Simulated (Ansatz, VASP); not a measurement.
MoS2 in VASP and in Ansatz

Contents of INCAR:

```
ALGO     = Normal         # electronic algorithm
EDIFF    = 1E-6           # SCF threshold, eV
ENCUT    = 500            # plane-wave cutoff, eV
GGA      = PE             # functional
GGA_COMPAT= False        
ISIF     = 2              # what is computed and relaxed
ISMEAR   = 0              # smearing method
LASPH    = True           # aspherical terms in the spheres
LCHARG   = False          # write CHGCAR
LREAL    = False          # projectors in reciprocal space
LWAVE    = False          # write WAVECAR
NBANDS   = 20             # bands
NELM     = 120            # most SCF steps
PREC     = Accurate       # precision mode
SIGMA    = 0.01           # smearing width, eV
```

Contents of KPOINTS:

```
k-points
0
Gamma
  3 3 3
```

Contents of POSCAR:

```
MoS2
1.0
    1.4711708300      0.8493814800      5.7015643800
   -1.4711708300      0.8493814800      5.7015643800
    0.0000000000     -1.6987619900      5.7015643800
Mo S
1 2
Direct
    0.0044212452      0.0044212452      0.0044212452
    0.2477000000      0.2477000000      0.2477000000
    0.4190000000      0.4190000000      0.4190000000
```

Input for Ansatz:

```yaml
crystal:
  lattice:
    - [1.47117083, 0.84938148, 5.70156438]
    - [-1.47117083, 0.84938148, 5.70156438]
    - [0.0, -1.69876199, 5.70156438]
  atoms:
    - { symbol: Mo, position: [0.0044212452, 0.0044212452, 0.0044212452] }
    - { symbol: S, position: [0.2477, 0.2477, 0.2477] }
    - { symbol: S, position: [0.419, 0.419, 0.419] }
basis:
  precision: f64
  xc_grid: 2
  ecutwfc: 700
  ecutrho_ratio: 4
kpoints:
  mp_grid: { grid: [3, 3, 3], shift: [0, 0, 0] }
hamiltonian:
  xc: pbe
  dispersion: none
  pseudopotentials:
    kind: paw
    azcp:
      Mo: "pseudopotentials/Mo.paw.azcp"
      S: "pseudopotentials/S.paw.azcp"
magnetization:
  spin_polarized: false
scf:
  lower_state_search: "off"
  max_iter: 200
  occupations: { method: fixed }
  convergence: { dr2_threshold: "1e-10 eV" }
output:
  forces: true
  stress: true
  eigenvalues: true
```

Alike in both runs: task single point; functional PBE; k mesh 3 × 3 × 3; no spin polarisation.

|  | VASP | Ansatz |
| --- | --- | --- |
| version | VASP 6.6.1 | Ansatz 0.2.0-dev |
| potentials or method | VASP PAW PBE potentials, release 64 (Mo_sv, S), cutoff 500 eV | hard PAW set made for 700 eV |
| occupations | gaussian, width 0.01 eV | fixed |

```csv
,VASP,Ansatz,Ansatz less VASP
gap on the k mesh at the Fermi level (eV),1.27,1.25,-0.027
rms of the force components (eV/Å),2.438,2.458,+0.0196
```

Atom by atom the forces differ by 0.022 eV/Å (rms over components).

The k mesh is coarse, so the values compare programs but aren't converged.
